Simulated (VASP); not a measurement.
Wanted: the native input for a VASP 6.6.1 run.

* Task: single point
* Functional: PBEsol
* Potentials or basis: VASP PAW PBE potentials, release 64 (B, Ti_sv)
* Cutoff: 520 eV
* k mesh: 7 × 7 × 7
* Occupations: methfessel-paxton, width 0.1 eV
* Spin: no spin polarisation
* Dipole correction: no
* Further INCAR settings: ALGO = Normal; EDIFF = 1e-06; NBANDS = 28

The structure of Ti3B lies in POSCAR:

```
Ti3B
1.0
    0.0000000000      2.9559779002      2.9559779002
    2.9559779002      0.0000000000      2.9559779002
    2.9559779002      2.9559779002      0.0000000000
B Ti
1 3
Direct
    0.0000000000      0.0000000000      0.0000000000
    0.5000000000      0.5000000000      0.5000000000
    0.2500000000      0.2500000000      0.2500000000
    0.7500000000      0.7500000000      0.7500000000
```

The input as run:

INCAR

```
SYSTEM = Ti3B
  PREC = Accurate
  ENCUT = 520
  EDIFF = 1E-6
  ISMEAR = 1
  SIGMA = 0.1
  LREAL = .False.
  LASPH = .True.
  NELM = 100
  ALGO = Normal
  ISIF = 2
  LWAVE = .False.
  LCHARG = .True.
  GGA = PS
  LELF = .True.
  LVHAR = .True.
  NBANDS = 28
```

KPOINTS

```
Automatic mesh
0
Gamma
  7 7 7
  0 0 0
```

Potentials or basis: VASP PAW PBE potentials, release 64 (B, Ti_sv).

Run with:

```bash
$ cat potpaw_PBE.64/B/POTCAR potpaw_PBE.64/Ti_sv/POTCAR > POTCAR
$ mpirun -np 1 vasp_std > vasp.out
```

It gave:

```json
{
  "Pressure": "1.3 GPa"
}
```

Caveat: the PAW data sets were made with another functional, which shifts forces and pressure a little.

Wall time 26 s on 1 thread of Intel Xeon 6975P-C, on a shared host, peak memory 0.18 GiB.
